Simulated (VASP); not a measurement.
Wanted: the native input for a VASP 6.6.1 run.

```
Task                   : single point
Functional             : LDA
Potentials or basis    : VASP PAW LDA potentials, release 64 (Ga_d, Sb)
Cutoff                 : 520 eV
k mesh                 : 14 × 14 × 14
Occupations            : fermi-dirac, width 0.1 eV
Spin                   : no spin polarisation
Dipole correction      : no
Further INCAR settings : ALGO = Normal; EDIFF = 1e-07; NBANDS = 16
```

The structure of GaSb lies in POSCAR:

```
GaSb
1.0
    0.0000000000      2.8949283256      2.8949283256
    2.8949283256      0.0000000000      2.8949283256
    2.8949283256      2.8949283256      0.0000000000
Ga Sb
1 1
Direct
    0.0000000000      0.0000000000      0.0000000000
    0.7500000000      0.7500000000      0.7500000000
```

These files were run (other wordings do the same):

INCAR

```
SYSTEM = GaSb
ALGO = Normal
EDIFF = 1E-7
ENCUT = 520
GGA = CA
ISIF = 2
ISMEAR = -1
LASPH = .True.
LCHARG = .True.
LELF = .True.
LREAL = .False.
LVHAR = .True.
LWAVE = .False.
NBANDS = 16
NELM = 60
PREC = Accurate
SIGMA = 0.1
```

KPOINTS

```
k-points
0
Gamma
  14 14 14
  0 0 0
```

Potentials or basis: VASP PAW LDA potentials, release 64 (Ga_d, Sb).

Run with:

```bash
$ cat potpaw_LDA.64/Ga_d/POTCAR potpaw_LDA.64/Sb/POTCAR > POTCAR
$ mpirun -np 1 vasp_std > vasp.out
```

It gave:

* Pressure: 10.4 GPa
* Band gap on the k mesh: 0.53 eV, indirect (least direct gap 1.12 eV)

Caveat: spin-orbit coupling is left out, which moves the levels of the heavy elements.

Run time: 59 s on 1 thread of Intel Xeon 6975P-C, on a shared host, peak memory 0.21 GiB.
